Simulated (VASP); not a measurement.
Write the native input for VASP 6.6.1 that does the following.

```yaml
Task: single point
Functional: r2SCAN
Potentials_or_basis: VASP PAW PBE potentials, release 64 (Cd, S)
Cutoff: 520 eV
k_mesh: 6 × 6 × 6
Occupations: gaussian, width 0.02 eV
Spin: no spin polarisation
Dipole_correction: no
Further_INCAR_settings: ALGO = Normal; EDIFF = 1e-06; NBANDS = 46
```

CdS:

```
Cd S
1.0
    -4.04237    4.04237    4.04237
     4.04237   -4.04237    4.04237
     4.04237    4.04237   -4.04237
Cd S
4 4
Direct
  0.32147 0.32147 0.32147
  0.00000 0.00000 0.67853
  0.00000 0.67853 0.00000
  0.67853 0.00000 0.00000
  0.67383 0.67383 0.67383
  0.00000 0.00000 0.32617
  0.00000 0.32617 0.00000
  0.32617 0.00000 0.00000
```

One way to write it, as run:

POSCAR

```
CdS
1.0
   -4.0423742092      4.0423742092      4.0423742092
    4.0423742092     -4.0423742092      4.0423742092
    4.0423742092      4.0423742092     -4.0423742092
Cd S
4 4
Direct
    0.3214674958      0.3214674958      0.3214674958
    0.0000000000      0.0000000000      0.6785325042
    0.0000000000      0.6785325042      0.0000000000
    0.6785325042      0.0000000000      0.0000000000
    0.6738324858      0.6738324858      0.6738324858
    0.0000000000      0.0000000000      0.3261675142
    0.0000000000      0.3261675142      0.0000000000
    0.3261675142      0.0000000000      0.0000000000
```

INCAR.step1

```
SYSTEM = CdS
  PREC = Accurate
  ENCUT = 520
  ISMEAR = 0
  SIGMA = 0.02
  LREAL = .FALSE.
  LASPH = .TRUE.
  NELM = 80
  NBANDS = 46
  GGA = PE
  ALGO = Normal
  EDIFF = 1E-4
  LWAVE = .TRUE.
  LCHARG = .FALSE.
```

INCAR.step2

```
SYSTEM = CdS
  PREC = Accurate
  ENCUT = 520
  EDIFF = 1E-6
  ISMEAR = 0
  SIGMA = 0.02
  LREAL = .FALSE.
  LASPH = .TRUE.
  NELM = 80
  ALGO = Normal
  ISIF = 2
  LWAVE = .FALSE.
  LCHARG = .FALSE.
  METAGGA = R2SCAN
  LMIXTAU = .TRUE.
  NBANDS = 46
  ISTART = 1
```

KPOINTS

```
Automatic mesh
0
G
  6 6 6
  0 0 0
```

Potentials or basis: VASP PAW PBE potentials, release 64 (Cd, S).

Launch:

```sh
$ cat potpaw_PBE.64/Cd/POTCAR potpaw_PBE.64/S/POTCAR > POTCAR
$ cp INCAR.step1 INCAR
$ mpirun -np 1 vasp_std > vasp.out
$ cp INCAR.step2 INCAR
$ mpirun -np 1 vasp_std > vasp.out
```

Results of the run:

```json
{
 "Pressure": "-0.7 GPa",
 "Largest force": "0.040 eV/Å",
 "Band gap on the k mesh": "1.94 eV, indirect (least direct gap 1.95 eV)"
}
```

Caveat: the PAW data sets were made with another functional, which shifts forces and pressure a little.

Wall time 15 min on 1 thread of Intel(R) Xeon(R) Platinum 8259CL CPU @ 2.50GHz (Skylake/Cascade Lake), on a shared host, peak memory 0.49 GiB.
